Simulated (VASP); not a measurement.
Input of a VASP 6.6.1 run:

Contents of INCAR:

```
SYSTEM = MgO
PREC = Accurate ; ENCUT = 600
EDIFF = 1E-6 ; ISMEAR = 0
SIGMA = 0.01 ; LREAL = .FALSE.
LASPH = .TRUE. ; NELM = 120
ALGO = Normal ; ISIF = 2
LWAVE = .FALSE. ; LCHARG = .TRUE.
GGA = PE ; LELF = .TRUE.
LVHAR = .TRUE. ; NBANDS = 11
GGA_COMPAT = .FALSE.
```

File KPOINTS:

```
Automatic mesh
0
G
  9 9 9
  0 0 0
```

Contents of POSCAR:

```
MgO
1.0
    0.0000000000      2.1085000000      2.1085000000
    2.1085000000      0.0000000000      2.1085000000
    2.1085000000      2.1085000000      0.0000000000
Mg O
1 1
Direct
    0.0000000000      0.0000000000      0.0000000000
    0.5000000000      0.5000000000      0.5000000000
```

Potentials or basis: VASP PAW PBE potentials, release 64 (Mg, O).

Command:

```bash
$ cat potpaw_PBE.64/Mg/POTCAR potpaw_PBE.64/O/POTCAR > POTCAR
$ mpirun -np 1 vasp_std > vasp.out
```

(1) What does it give for the band gap on the k mesh?

(2) Predict the pressure.

## Answers

(1) 4.69 eV.

(2) 3.1 GPa.

Caveat: the cell stands under pressure.
